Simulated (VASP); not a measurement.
Here is a VASP 6.6.1 calculation.

The input INCAR:

```
SYSTEM = KF
ALGO = Normal
EDIFF = 1E-6
EDIFFG = -0.005
ENCUT = 600
GGA = PE
IBRION = 2
ISIF = 3
ISMEAR = -1
LASPH = .True.
LCHARG = .False.
LREAL = .False.
LWAVE = .False.
NELM = 60
NSW = 32
PREC = Accurate
PSTRESS = 77.0
SIGMA = 0.05
```

The input KPOINTS:

```
k-points
0
Gamma
  15 15 13
  0 0 0
```

The input POSCAR:

```
KF
1.0
    3.4428310340      0.0000000000      0.0000000000
   -1.7214155170      2.9815791364      0.0000000000
    0.0000000000      0.0000000000      3.2239703954
K F
1 1
Direct
    0.0000000000      0.0000000000      0.0000000000
    0.3333333333      0.6666666667      0.5000000000
```

Potentials or basis: VASP PAW PBE potentials, release 64 (K_sv, F).

Run with:

```console
$ cat potpaw_PBE.64/K_sv/POTCAR potpaw_PBE.64/F/POTCAR > POTCAR
$ mpirun -np 1 vasp_std > vasp.out
```

(1) What does it give for the band gap on the k mesh?

(2) Estimate the relaxed volume.

(3) Estimate the relaxed cell.

(4) Estimate the space group after relaxing (to 0.1 Å).

Answers

(1) 6.52 eV.

(2) 16.60 Å³/atom.

(3) a = 3.445 Å, b = 3.445 Å, c = 3.228 Å, α = 90.00°, β = 90.00°, γ = 120.00°.

(4) P-6m2 (No. 187).

Caveat: the cell is relaxed towards a set pressure, so the run minimises the enthalpy, not the energy; an odd mesh through Γ misses points on the zone boundary, where band edges can lie.
